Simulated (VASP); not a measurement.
Runs of VASP 6.6.1 on Sn. The structure is that of space group Pm-3m (No. 221), or close to it. The cells are those of the table. The cell was built from a structure type or drawn by symmetry, and may not be a known phase.

```csv
task,cell,k mesh,cutoff (eV),gap on the mesh (eV),pressure (GPa)
single point,"a = 6.092 Å, 7 atoms",6 × 6 × 6,520,none,-0.1
relaxation of cell and atoms,"relaxed from a = 5.560 Å, 7 atoms",4 × 4 × 4,600,none,0.2
single point,"a = 6.108 Å, 7 atoms",4 × 4 × 4,520,none,0.0
single point,"a = 5.560 Å, 7 atoms",4 × 4 × 4,520,none,(a)
```

Alike in all rows: level PBE; potentials or basis VASP PAW PBE potentials, release 64 (Sn_d); no spin polarisation; smearing gaussian 0.1 eV.

Q: Fill in the values left out.

A: (a) 21.0.

Caveats: spin-orbit coupling is left out, which moves the levels of the heavy elements; the cell stands under pressure (at least some runs).

A k mesh can miss the band edges, and the runs leave out spin-orbit coupling on Sn.

A gap of «none» marks levels without a gap at the run's occupations.
